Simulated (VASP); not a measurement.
A run of VASP 6.6.1 is set up as follows.

Contents of INCAR:

```
PREC     = Accurate       # precision mode
ENCUT    = 520            # plane-wave cutoff, eV
EDIFF    = 1E-6           # SCF threshold, eV
ISMEAR   = -1             # smearing method
SIGMA    = 0.08           # smearing width, eV
LREAL    = False          # projectors in reciprocal space
LASPH    = True           # aspherical terms in the spheres
NELM     = 60             # most SCF steps
ALGO     = Normal         # electronic algorithm
ISIF     = 2              # what is computed and relaxed
LWAVE    = False          # write WAVECAR
LCHARG   = True           # write CHGCAR
GGA      = PE             # functional
LELF     = True           # ELF
LVHAR    = True         
NBANDS   = 7              # bands
```

Contents of KPOINTS:

```
regular mesh
0
Gamma
  16 16 16
```

File POSCAR:

```
Mg
1.0
    0.0000000000      1.7949866579      1.7949866579
    1.7949866579      0.0000000000      1.7949866579
    1.7949866579      1.7949866579      0.0000000000
Mg
1
Direct
    0.0000000000      0.0000000000      0.0000000000
```

Potentials or basis: VASP PAW PBE potentials, release 64 (Mg).

Command:

```console
$ cat potpaw_PBE.64/Mg/POTCAR > POTCAR
$ mpirun -np 1 vasp_std > vasp.out
```

(1) What does it give for the band gap on the k mesh?

(2) Estimate the pressure.

## Answers

(1) zero (band 1 reaches 9.19 eV, above the bottom of band 2 at 6.18 eV).

(2) 93.9 GPa.
